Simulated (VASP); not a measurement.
# Si (Ibca) in VASP: further runs, part 2 of 2

VASP 6.6.1. The steps go on from the part before.

**3. Single point, PBEsol (16.81 Å³/atom)**

This run uses another cell than the first one, of 16.81 Å³/atom.

INCAR

```
ALGO = Normal
EDIFF = 1E-7
ENCUT = 520
GGA = PS
ISIF = 2
ISMEAR = 0
LASPH = T
LCHARG = F
LREAL = F
LWAVE = F
NBANDS = 26
NELM = 60
PREC = Accurate
SIGMA = 0.15
```

KPOINTS

```
k-points
0
Gamma
  10 10 10
```

POSCAR

```
Si
1.0
   -3.3066140801      3.3066140801      3.0758124173
    3.3066140801     -3.3066140801      3.0758124173
    3.3066140801      3.3066140801     -3.0758124173
Si
8
Direct
    0.2047947401      0.2047947401      0.2047947401
    0.5000000000      0.0000000000      0.2952052599
    0.2952052599      0.5000000000      0.0000000000
    0.0000000000      0.2952052599      0.5000000000
    0.7952052599      0.7952052599      0.7952052599
    0.5000000000      0.0000000000      0.7047947401
    0.7047947401      0.5000000000      0.0000000000
    0.0000000000      0.7047947401      0.5000000000
```

Potentials or basis: VASP PAW PBE potentials, release 64 (Si).

Launch:

```bash
> cat potpaw_PBE.64/Si/POTCAR > POTCAR
> mpirun -np 1 vasp_std > vasp.out
```

OUTCAR:

```text
EDIFF = 1E-7
   ENCUT = 520
   GGA = PS
   ISIF = 2
   ISMEAR = 0
   LASPH = T
   LREAL = F
   NELM = 60
   PREC = Accurate

 ion  position               nearest neighbor table
   1  0.205  0.205  0.205-   3 2.27   5 2.29   4 2.32   2 2.38
   2  0.500  0.000  0.295-   4 2.27   6 2.29   3 2.32   1 2.38
   3  0.295  0.500  0.000-   1 2.27   7 2.29   2 2.32   4 2.38
   4  0.000  0.295  0.500-   2 2.27   8 2.29   1 2.32   3 2.38
   5  0.795  0.795  0.795-   7 2.27   1 2.29   8 2.32   6 2.38
   6  0.500  0.000  0.705-   8 2.27   2 2.29   7 2.32   5 2.38
   7  0.705  0.500  0.000-   5 2.27   3 2.29   6 2.32   8 2.38
   8  0.000  0.705  0.500-   6 2.27   4 2.29   5 2.32   7 2.38

  LATTYP: Found a body centered tetragonal cell.
 ALAT       =     6.6132281602
 C/A-ratio  =     0.9302000000

  Lattice vectors:

 A1 = (  -3.3066140801,   3.3066140801,   3.0758124173)
 A2 = (   3.3066140801,  -3.3066140801,   3.0758124173)
 A3 = (   3.3066140801,   3.3066140801,  -3.0758124173)

Analysis of symmetry for initial positions (statically):
[... 186 lines left out ...]
  energy without entropy =      -44.55260341  energy(sigma->0) =      -44.55943486

 E-fermi :   7.9112     XC(G=0): -10.4050

 val. band max:        7.9017653182   @ k =   0.4000  -0.3000   0.4000
 cond. band min:       7.9133367286   @ k =   0.5000   0.5000   0.4000
 fundamental gap:      0.0115714103
 Fermi energy:         7.9111721369

 k-point     1 :       0.0000    0.0000    0.0000
  band No.  band energies     occupation
      1      -5.3462      2.00000
      2      -0.5833      2.00000
      3      -0.5173      2.00000
      4      -0.0430      2.00000
      5       0.1252      2.00000
      6       1.1633      2.00000
[... 685 lines left out ...]
     25      12.9945      0.00000
     26      13.3370      0.00000

 [... further k-points ...]
[... 5 lines left out ...]
  --------------------------------------------------------------------------------------
  -------------------------------------------------------------------------------------
  Total        3.5720531      3.8959590     13.1120059      0.0000000      0.0000000      0.0000000
  in kB       42.5443238     46.4021495    156.1682917      0.0000000      0.0000000      0.0000000
  external PRESSURE =      81.7049216 kB  Pullay stress =       0.0000000 kB

 VOLUME and BASIS-vectors are now :
 -----------------------------------------------------------------------------
  energy-cutoff  :      520.00
  volume of cell :      134.52
      direct lattice vectors                 reciprocal lattice vectors
    -3.306614080  3.306614080  3.075812417     0.000000000  0.151212082  0.162558678
     3.306614080 -3.306614080  3.075812417     0.151212082  0.000000000  0.162558678
     3.306614080  3.306614080 -3.075812417     0.151212082  0.151212082  0.000000000

 POSITION                                       TOTAL-FORCE (eV/Angst)
 -----------------------------------------------------------------------------------
      0.67718      0.67718      0.62991         0.032806      0.718076     -0.170997
     -0.67718      2.62944      0.62991        -0.032806     -0.718076     -0.170997
      0.67718     -0.67718      2.44590         0.032806     -0.718076      0.170997
      2.62944      0.67718     -0.62991        -0.032806      0.718076      0.170997
      2.62944      2.62944      2.44590        -0.032806     -0.718076      0.170997
      0.67718      3.98379     -0.62991         0.032806      0.718076      0.170997
     -0.67718      0.67718      3.70572        -0.032806      0.718076     -0.170997
      3.98379     -0.67718      0.62991         0.032806     -0.718076     -0.170997
 -----------------------------------------------------------------------------------
    total drift:                                0.000000     -0.000000      0.000000

  FREE ENERGIE OF THE ION-ELECTRON SYSTEM (eV)
  ---------------------------------------------------
  free  energy   TOTEN  =       -44.5662663052 eV

  energy  without entropy=      -44.5526034104  energy(sigma->0) =      -44.55943486
```

stdout:

```text
POSCAR found type information on POSCAR Si
 POSCAR found :  1 types and       8 ions
 scaLAPACK will be used
 -----------------------------------------------------------------------------
|                                                                             |
|                                                                             |
|     You enforced a specific xc type in the INCAR file but a different       |
|     I HOPE YOU KNOW WHAT YOU ARE DOING!                                     |
|                                                                             |
 -----------------------------------------------------------------------------

 LDA part: xc-table for (Slater+PW92), standard interpolation
 POSCAR, INCAR and KPOINTS ok, starting setup
 FFT: planning ... GRIDC
 FFT: planning ... GRID_SOFT
 FFT: planning ... GRID
 WAVECAR not read
 entering main loop
```

It took 6.4 min on 1 thread of Intel Xeon Platinum 8559C (Emerald Rapids), shared host; peak memory 0.52 GiB.

What came out:

```
Free energy            : -44.5663 eV
Pressure               : 8.2 GPa
Largest force          : 0.739 eV/Å
Band gap on the k mesh : zero (bands 16 and 17 overlap by 0.41 eV)
```

Forces on the atoms (eV/Å):
```
Si   0.033  0.718 -0.171
Si  -0.033 -0.718 -0.171
Si   0.033 -0.718  0.171
Si  -0.033  0.718  0.171
Si  -0.033 -0.718  0.171
Si   0.033  0.718  0.171
Si  -0.033  0.718 -0.171
Si   0.033 -0.718 -0.171
```

Stress tensor (GPa, compression positive):
```
 4.25  0.00  0.00
 0.00  4.64  0.00
 0.00  0.00 15.62
```

Levels at points of the mesh, in eV from the Fermi level:
```
           k point  band 13  band 14  band 15  band 16  band 17  band 18  band 19  band 20
(0.00, 0.00, 0.00)    -4.30    -1.74    -1.67    -0.21     1.20     1.29     2.91     3.73
(0.50, 0.00, 0.00)    -2.07    -2.07    -1.61    -1.61     0.70     0.70     1.88     1.88
(0.50, 0.00, 0.50)    -1.95    -1.95    -1.19    -1.19     0.07     0.07     2.10     2.10
(0.50, 0.50, 0.00)    -2.24    -2.24    -1.16    -1.16     0.29     0.29     1.98     1.98
(0.50, 0.50, 0.50)    -2.67    -0.59     0.02     0.26     0.69     2.44     2.68     2.84
```

Caveat: the stress differs along the axes, from 4 to 16 GPa; semilocal functionals underestimate gaps, and a narrow one can read as zero; the PAW data sets were made with another functional, which shifts forces and pressure a little.

**4. Single point, PBEsol (16.81 Å³/atom)**

This run uses another cell than the first one, of 16.81 Å³/atom.

INCAR

```
PREC     = Accurate       # precision mode
ENCUT    = 520            # plane-wave cutoff, eV
EDIFF    = 1E-7           # SCF threshold, eV
ISMEAR   = 0              # smearing method
SIGMA    = 0.15           # smearing width, eV
LREAL    = False          # projectors in reciprocal space
LASPH    = True           # aspherical terms in the spheres
NELM     = 100            # most SCF steps
ALGO     = Normal         # electronic algorithm
ISIF     = 2              # what is computed and relaxed
LWAVE    = False          # write WAVECAR
LCHARG   = False          # write CHGCAR
GGA      = PS             # functional
NBANDS   = 26             # bands
```

KPOINTS

```
Automatic mesh
0
Gamma
  10 10 10
```

POSCAR, as its differences from that of step 3:

```diff
@@ -2,5 +2,5 @@
 1.0
-   -3.3066140801      3.3066140801      3.0758124173
-    3.3066140801     -3.3066140801      3.0758124173
-    3.3066140801      3.3066140801     -3.0758124173
+   -3.1006084336      3.1006084336      3.4981064348
+    3.1006084336     -3.1006084336      3.4981064348
+    3.1006084336      3.1006084336     -3.4981064348
 Si
```

Launch:

```bash
> cat potpaw_PBE.64/Si/POTCAR > POTCAR
> mpirun -np 1 vasp_std > vasp.out
```

Wall time 7 min (1 thread of Intel Xeon Platinum 8559C (Emerald Rapids), shared host); peak memory 0.52 GiB.

The run converged. Its results:

```yaml
Free_energy: -44.1231 eV
Pressure: 8.4 GPa
Largest_force: 1.148 eV/Å
Band_gap_on_the_k_mesh: zero (bands 16 and 17 overlap by 0.72 eV)
```

Forces in eV/Å, atoms in the order of the input:
```
Si   0.620 -0.702  0.663
Si  -0.620  0.702  0.663
Si   0.620  0.702 -0.663
Si  -0.620 -0.702 -0.663
Si  -0.620  0.702 -0.663
Si   0.620 -0.702 -0.663
Si  -0.620 -0.702  0.663
Si   0.620  0.702  0.663
```

Stress tensor (GPa, compression positive):
```
14.20  0.00  0.00
 0.00 15.63  0.00
 0.00  0.00 -4.60
```

Levels at points of the mesh, in eV from the Fermi level:
```
           k point  band 12  band 13  band 14  band 15  band 16  band 17  band 18  band 19  band 20  band 21
(0.00, 0.00, 0.00)    -4.47    -4.10    -2.55    -1.02     0.04     0.13     2.56     2.82     3.28     4.28
(0.50, 0.00, 0.00)    -2.96    -1.87    -1.87    -0.71    -0.71    -0.21    -0.21     2.27     2.27     2.85
(0.00, 0.50, 0.00)    -2.81    -1.95    -1.95    -1.51    -1.51     0.91     0.91     2.02     2.02     2.45
(0.50, 0.50, 0.00)    -2.66    -2.04    -2.04    -1.71    -1.71     0.48     0.48     1.50     1.50     1.75
(0.50, 0.50, 0.50)    -2.67    -2.63    -0.54    -0.29     0.15     1.06     1.91     2.11     2.44     2.69
```

Caveat: the stress differs along the axes, from -5 to 16 GPa; semilocal functionals underestimate gaps, and a narrow one can read as zero; the PAW data sets were made with another functional, which shifts forces and pressure a little.

**5. Summary**

```tsv
cell	gap on the mesh (eV)	pressure (GPa)	largest force (eV/Å)
a = 5.660 Å, angles 111.5, 111.5, 105.5°, 8 atoms	none	3.9	0.58
a = 5.597 Å, angles 107.6, 107.6, 113.3°, 8 atoms	none	8.2	0.74
a = 5.609 Å, angles 112.9, 112.9, 102.8°, 8 atoms	none	8.4	1.15
```

Alike in all rows: task single point; level PBEsol; potentials or basis VASP PAW PBE potentials, release 64 (Si); no spin polarisation; k mesh 10 × 10 × 10; cutoff (eV) 520; smearing gaussian 0.15 eV.

Caveats: semilocal functionals underestimate gaps, and a narrow one can read as zero; the PAW data sets were made with another functional, which shifts forces and pressure a little; the stress differs along the axes, from -4 to 8 GPa (at least some runs); the stress differs along the axes, from 4 to 16 GPa (at least some runs); the stress differs along the axes, from -5 to 16 GPa (at least some runs).

Absolute energies hang on the potentials; compare differences alone.

The gap in the log of VASP goes by the Fermi energy; the results here count the filled bands.